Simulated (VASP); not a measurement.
Here is a VASP 6.6.1 calculation.

Contents of INCAR:

```
SYSTEM = GaP
ALGO = Normal ; EDIFF = 1E-7
ENCUT = 520 ; GGA = PE
ISIF = 2 ; ISMEAR = 0
LASPH = .TRUE. ; LCHARG = .FALSE.
LREAL = .FALSE. ; LWAVE = .FALSE.
NBANDS = 16 ; NELM = 80
PREC = Accurate ; SIGMA = 0.05
```

Contents of KPOINTS:

```
k-points
0
G
  8 8 8
  0 0 0
```

Contents of POSCAR:

```
GaP
1.0
    0.0000000000      2.6162400000      2.9432700000
    2.6162400000      0.0000000000      2.9432700000
    2.6162400000      2.6162400000      0.0000000000
Ga P
1 1
Direct
    0.0000000000      0.0000000000      0.0000000000
    0.7500000000      0.7500000000      0.7500000000
```

Potentials or basis: VASP PAW PBE potentials, release 64 (Ga_d, P).

Run with:

```console
$ cat potpaw_PBE.64/Ga_d/POTCAR potpaw_PBE.64/P/POTCAR > POTCAR
$ mpirun -np 1 vasp_std > vasp.out
```

Q: Predict the band gap on the k mesh.

A: 1.05 eV (least direct gap 1.46 eV).

Q: What does it give for the pressure?

A: 2.6 GPa.

Stress tensor (GPa, compression positive):
```
 6.16  0.00  0.00
 0.00  6.16  0.00
 0.00  0.00 -4.39
```

Caveat: the cell differs from its parent crystal (strain -0.040 along x and y, +0.080 along z). A k mesh can miss the band edges.
